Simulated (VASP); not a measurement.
# AlH7 (P6/mmm) in VASP: relaxation of cell and atoms with PBE

Aim: the relaxation of cell and atoms of AlH7 with PBE.

Program: VASP 6.6.1. These are calculated values, not measurements. Logs are shortened: lines on timing, memory, paths and dates and some standing lists are left out, and cuts for length are marked.

## 1. The cell of the first run

The structure is hexagonal, space group P6/mmm (No. 191). Conventional cell: a = 3.924 Å, b = 3.924 Å, c = 5.615 Å, α = 90.00°, β = 90.00°, γ = 120.00°. Al (site symmetry 6/mmm) has 6 H at 1.96 Å within 2.6 Å. Within 2.6 Å of H (site symmetry mmm) lie 2 Al at 1.96 Å and 8 H at 1.96 to 2.47 Å. Within 1.6 Å of H (site symmetry 3m) lie 1 H at 1.22 Å.

The cell was generated, and may not be a known phase.

## 2. Relaxation of cell and atoms, PBE

INCAR reads:

```
PREC = Accurate ; ENCUT = 500
EDIFF = 1E-7 ; ISMEAR = 0
SIGMA = 0.2 ; LREAL = F
LASPH = T ; NELM = 120
ALGO = Normal ; ISIF = 3
LWAVE = F ; LCHARG = F
GGA = PE ; IBRION = 2
NSW = 36 ; EDIFFG = -0.08
GGA_COMPAT = F ; NELMIN = 4
```

KPOINTS reads:

```
regular mesh
0
Gamma
  5 5 3
```

POSCAR reads:

```
AlH7
1.0
    3.9237688200      0.0000000000      0.0000000000
   -1.9618844100      3.3980834800      0.0000000000
    0.0000000000      0.0000000000      5.6153184000
Al H
1 7
Direct
    0.0000000000      0.0000000000      0.0000000000
    0.5000000000      0.0000000000      0.0000000000
    0.0000000000      0.5000000000      0.0000000000
    0.5000000000      0.5000000000      0.0000000000
    0.3333333300      0.6666666700      0.6089207900
    0.3333333300      0.6666666700      0.3910792100
    0.6666666700      0.3333333300      0.3910792100
    0.6666666700      0.3333333300      0.6089207900
```

Potentials or basis: VASP PAW PBE potentials, release 64 (Al, H).

Started as:

```bash
> cat potpaw_PBE.64/Al/POTCAR potpaw_PBE.64/H/POTCAR > POTCAR
> mpirun -np 1 vasp_std > vasp.out
```

OUTCAR:

```text
PREC = Accurate
   ENCUT = 500
   EDIFF = 1E-7
   ISMEAR = 0
   LREAL = F
   LASPH = T
   NELM = 120
   ISIF = 3
   GGA = PE
   IBRION = 2
   NSW = 36
   EDIFFG = -0.08
   NELMIN = 4

 ion  position               nearest neighbor table
   1  0.000  0.000  0.000-   2 1.96   2 1.96   4 1.96   3 1.96   3 1.96   4 1.96
   2  0.500  0.000  0.000-   1 1.96   1 1.96
   3  0.000  0.500  0.000-   1 1.96   1 1.96
   4  0.500  0.500  0.000-   1 1.96   1 1.96
   5  0.333  0.667  0.609-
   6  0.333  0.667  0.391-
   7  0.667  0.333  0.391-
   8  0.667  0.333  0.609-

  LATTYP: Found a hexagonal cell.
 ALAT       =     3.9237688200
 C/A-ratio  =     1.4311032728

  Lattice vectors:

 A1 = (   3.9237688200,   0.0000000000,   0.0000000000)
 A2 = (  -1.9618844100,   3.3980834800,   0.0000000000)
 A3 = (   0.0000000000,   0.0000000000,   5.6153184000)

Analysis of symmetry for initial positions (statically):
=====================================================================
 Subroutine PRICEL returns:
 Original cell was already a primitive cell.

 Routine SETGRP: Setting up the symmetry group for a
 hexagonal supercell.

 Subroutine GETGRP returns: Found 24 space group operations
 (whereof 24 operations were pure point group operations)
 out of a pool of 24 trial point group operations.

The static configuration has the point symmetry D_6h.

Analysis of symmetry for dynamics (positions and initial velocities):
=====================================================================
 Subroutine PRICEL returns:
 Original cell was already a primitive cell.

 Routine SETGRP: Setting up the symmetry group for a
 hexagonal supercell.

 Subroutine GETGRP returns: Found 24 space group operations
 (whereof 24 operations were pure point group operations)
 out of a pool of 24 trial point group operations.

The dynamic configuration has the point symmetry D_6h.

 Subroutine INISYM returns: Found 24 space group operations
 (whereof 24 operations are pure point group operations),
 and found     1 'primitive' translations

----------------------------------------------------------------------------------------

                                     Primitive cell

  volume of cell :      74.8707

  direct lattice vectors                    reciprocal lattice vectors
     3.923768820  0.000000000  0.000000000     0.254857013  0.147141765  0.000000000
    -1.961884410  3.398083480  0.000000000     0.000000000  0.294283529  0.000000000
     0.000000000  0.000000000  5.615318400     0.000000000  0.000000000  0.178084292

  length of vectors
     3.923768820  3.923768823  5.615318400     0.294283530  0.294283529  0.178084292

  position of ions in fractional coordinates (direct lattice)
     0.000000000  0.000000000  0.000000000
     0.500000000  0.000000000  0.000000000
     0.000000000  0.500000000  0.000000000
     0.500000000  0.500000000  0.000000000
     0.333333330  0.666666670  0.608920790
     0.333333330  0.666666670  0.391079210
     0.666666670  0.333333330  0.391079210
     0.666666670  0.333333330  0.608920790

  ion indices of the primitive-cell ions
   primitive index   ion index
                 1           1
                 2           2
                 3           3
                 4           4
                 5           5
                 6           6
                 7           7
                 8           8

----------------------------------------------------------------------------------------

 KPOINTS: regular mesh

Automatic generation of k-mesh.
 Grid dimensions read from file:
 generate k-points for:    5    5    3

 Generating k-lattice:

  Cartesian coordinates                     Fractional coordinates (reciprocal lattice)
     0.050971403  0.029428353  0.000000000     0.200000000  0.000000000  0.000000000
     0.000000000  0.058856706  0.000000000     0.000000000  0.200000000  0.000000000
     0.000000000  0.000000000  0.059361431     0.000000000  0.000000000  0.333333333

  Length of vectors
     0.058856706  0.058856706  0.059361431

  Shift w.r.t. Gamma in fractional coordinates (k-lattice)
     0.000000000  0.000000000  0.000000000

 Subroutine IBZKPT returns following result:
 ===========================================

 Found     10 irreducible k-points:

 Following reciprocal coordinates:
            Coordinates               Weight
  0.000000  0.000000  0.000000      1.000000
  0.200000  0.000000  0.000000      6.000000
  0.400000  0.000000  0.000000      6.000000
  0.200000  0.200000  0.000000      6.000000
  0.400000  0.200000  0.000000      6.000000
  0.000000  0.000000  0.333333      2.000000
  0.200000  0.000000  0.333333     12.000000
  0.400000  0.000000  0.333333     12.000000
  0.200000  0.200000  0.333333     12.000000
  0.400000  0.200000  0.333333     12.000000
   k-points           NKPTS =     10   k-points in BZ     NKDIM =     10   number of bands    NBANDS=     10
   number of dos      NEDOS =    301   number of ions     NIONS =      8
   total plane-waves  NPLWV =  37800
   dimension x,y,z NGX =    30 NGY =   30 NGZ =   42
   dimension x,y,z NGXF=    60 NGYF=   60 NGZF=   84
   ions per type =               1   7
   NGX,Y,Z   is equivalent  to a cutoff of  12.71, 12.71, 12.43 a.u.
   NGXF,Y,Z  is equivalent  to a cutoff of  25.42, 25.42, 24.87 a.u.
 SYSTEM =  unknown system
   PREC   = accura    normal or accurate (medium, high low for compatibility)
   ISTART =      0    job   : 0-new  1-cont  2-samecut
   ICHARG =      2    charge: 1-file 2-atom 10-const
   ISPIN  =      1    spin polarized calculation?
   LNONCOLLINEAR =      F non collinear calculations
   LSORBIT =      F    spin-orbit coupling
   LASPH  =      T    aspherical Exc in radial PAW
   ENCUT  =  500.0 eV  36.75 Ry    6.06 a.u.   7.15  7.15 10.24*2*pi/ulx,y,z
   NELM   =    120;   NELMIN=  4; NELMDL= -5     # of ELM steps
   EDIFF  = 0.1E-06   stopping-criterion for ELM
   LREAL  =      F    real-space projection
   EDIFFG = -.8E-01   stopping-criterion for IOM
   NSW    =     36    number of steps for IOM
   IBRION =      2    ionic relax: 0-MD 1-quasi-New 2-CG
   NFREE  =      1    steps in history (QN), initial steepest desc. (CG)
   ISIF   =      3    stress and relaxation
   ISYM   =      2    0-nonsym 1-usesym 2-fastsym
   POTIM  = 0.5000    time-step for ionic-motion
   TEBEG  =    0.0;   TEEND  =   0.0 temperature during run
   PSTRESS=    0.0 pullay stress
   NELECT =      10.0000    total number of electrons
   NUPDOWN=      -1.0000    fix difference up-down
   EMIN   =  10.00;   EMAX   =-10.00  energy-range for DOS
   EFERMI =   0.00;   METHOD = LEGACY
   ISMEAR =     0;   SIGMA  =   0.20  broadening in eV -4-tet -1-fermi 0-gaus
   EFERMI_NEDOS =   21; number of points for ismear=-14 and -15
   IALGO  =     38    algorithm
   IMIX   =      4    mixing-type and parameters
     AMIX     =   0.40;   BMIX     =  1.00
     AMIX_MAG =   1.60;   BMIX_MAG =  1.00
  volume/ion in A,a.u.               =       9.36        63.16
  Fermi-wavevector in a.u.,A,eV,Ry     =   0.836831  1.581381  9.527962  0.700285
  Thomas-Fermi vector in A             =   1.950620
   LORBIT       =      0    0 simple, 1 ext, 2 COOP (PROOUT), +10 PAW based schemes
   GGA     = PE    functional components
   LHFCALC =     F    Hartree Fock is set to
   AEXX    =    0.0000 exact exchange contribution
   IVDW    =     0    specifies the selected vdW correction
   LEPSILON=     F    determine dielectric tensor
   LRPA    =     F    only Hartree local field effects (RPA)
 conjugate gradient relaxation of ions
 non-spin polarized calculation
 Gauss-broadening in eV      SIGMA  =   0.20
  energy-cutoff  :      500.00
  volume of cell :       74.87
 maximum number of plane-waves:      1914
 NGX is ok and might be reduce to    30
   NGX = 15   NGY = 15   NGZ = 21

--------------------------------------- Ionic step        1  -------------------------------------------

 number of electron      10.0000001 magnetization

 Free energy of the ion-electron system (eV)
  ---------------------------------------------------
  ext. energy  EPLUGINS =         0.00000000
  ---------------------------------------------------
  free energy    TOTEN  =       -20.93183975 eV

  energy without entropy =      -20.90191589  energy(sigma->0) =      -20.91687782

 E-fermi :  -0.1980     XC(G=0):  -7.6952

 val. band max:       -0.2105200118   @ k =   0.2000   0.2000   0.0000
 cond. band min:       0.1950380421   @ k =   0.0000   0.0000   0.3333
 fundamental gap:      0.4055580539
 Fermi energy:        -0.1979520362

 k-point     1 :       0.0000    0.0000    0.0000
  band No.  band energies     occupation
      1      -9.2340      2.00000
      2      -5.4910      2.00000
      3      -1.6187      2.00000
      4      -1.0106      2.00000
      5       0.3960      0.00003
      6       0.3960      0.00003
      7       3.9403      0.00000
      8       3.9403      0.00000
      9       4.3685      0.00000
     10       6.3411      0.00000
[... 238 lines left out ...]
  energy  without entropy=      -24.1205975625  energy(sigma->0) =      -24.12443962

--------------------------------------- Ionic step        4  -------------------------------------------

 number of electron      10.0000006 magnetization

 Free energy of the ion-electron system (eV)
  ---------------------------------------------------
  ext. energy  EPLUGINS =         0.00000000
  ---------------------------------------------------
  free energy    TOTEN  =       -24.13767968 eV

  energy without entropy =      -24.12966195  energy(sigma->0) =      -24.13367082

 E-fermi :   0.7961     XC(G=0):  -7.7784

 val. band max:        0.5762917575   @ k =   0.2000   0.0000   0.0000
 cond. band min:       1.2549832246   @ k =   0.0000   0.0000   0.0000
 fundamental gap:      0.6786914670
 Fermi energy:         0.7960728346

 k-point     1 :       0.0000    0.0000    0.0000
  band No.  band energies     occupation
      1      -9.1457      2.00000
      2      -6.5161      2.00000
      3      -3.4038      2.00000
      4       0.0770      2.00000
      5       1.2550      0.00117
      6       1.2550      0.00117
      7       4.8039      0.00000
      8       4.8039      0.00000
      9       4.9574      0.00000
     10       9.5952      0.00000
[... 150 lines left out ...]
  FREE ENERGIE OF THE ION-ELECTRON SYSTEM (eV)
  ---------------------------------------------------
  free  energy   TOTEN  =       -24.1376796838 eV

  energy  without entropy=      -24.1296619517  energy(sigma->0) =      -24.13367082

 reached required accuracy - stopping structural energy minimisation
```

Run time: 62 s. Hardware: 1 thread of Intel Xeon 8259CL, shared host; peak memory 0.15 GiB.

Results:

| Item | Value |
| --- | --- |
| Free energy | -24.1377 eV |
| Relaxed volume | 8.44 Å³/atom |
| Relaxed cell | a = 3.873 Å, b = 3.873 Å, c = 5.194 Å, α = 90.00°, β = 90.00°, γ = 120.00° |
| Space group after relaxing (to 0.1 Å) | P6/mmm (No. 191) |
| Energy gained by relaxing | 400.7 meV/atom |
| Ionic steps | 4 |
| Pressure after relaxing | -0.9 GPa |
| Largest force after relaxing | 0.072 eV/Å |
| Band gap on the k mesh | zero (bands 5 and 6 overlap by 0.71 eV) |

Forces on the atoms (eV/Å):
```
Al   0.000  0.000  0.000
H    0.000  0.000  0.000
H    0.000  0.000  0.000
H    0.000  0.000  0.000
H    0.000  0.000  0.072
H    0.000  0.000 -0.072
H    0.000  0.000 -0.072
H    0.000  0.000  0.072
```

The path:
```csv
step,energy change (eV),largest force (eV/Å),pressure (GPa),volume (Å³)
1,0.0000,4.1861,-10.28,74.87
2,-3.1955,0.1739,-1.73,68.45
3,-3.1964,0.0938,-1.39,68.33
4,-3.2058,0.0721,-0.92,67.48
```

Final structure:
```xyz
8
Lattice="3.8733 0.0000 0.0000 -1.9367 3.3544 0.0000 0.0000 0.0000 5.1940" Properties=species:S:1:pos:R:3 pbc="T T T"
Al    0.0000    0.0000    5.1940
H     1.9367    0.0000    5.1940
H    -0.9683    1.6772    5.1940
H     0.9683    1.6772    5.1940
H     0.0000    2.2363    2.9730
H     0.0000    2.2363    2.2211
H     1.9367    1.1181    2.2211
H     1.9367    1.1181    2.9730
```

Levels at points of the mesh, in eV from the Fermi level:
```
           k point  band 2  band 3  band 4  band 5  band 6  band 7  band 8  band 9
(0.00, 0.00, 0.00)   -7.31   -4.20   -0.72    0.46    0.46    4.01    4.01    4.16
```

Caveat: the k points lie up to 0.40 Å⁻¹ apart in the final cell, too coarse for converged energies and pressures of a metal; the relaxation stopped at a loose force limit of 0.08 eV/Å, so its end isn't a converged minimum.

The gap in the log of VASP goes by the Fermi energy; the results here count the filled bands.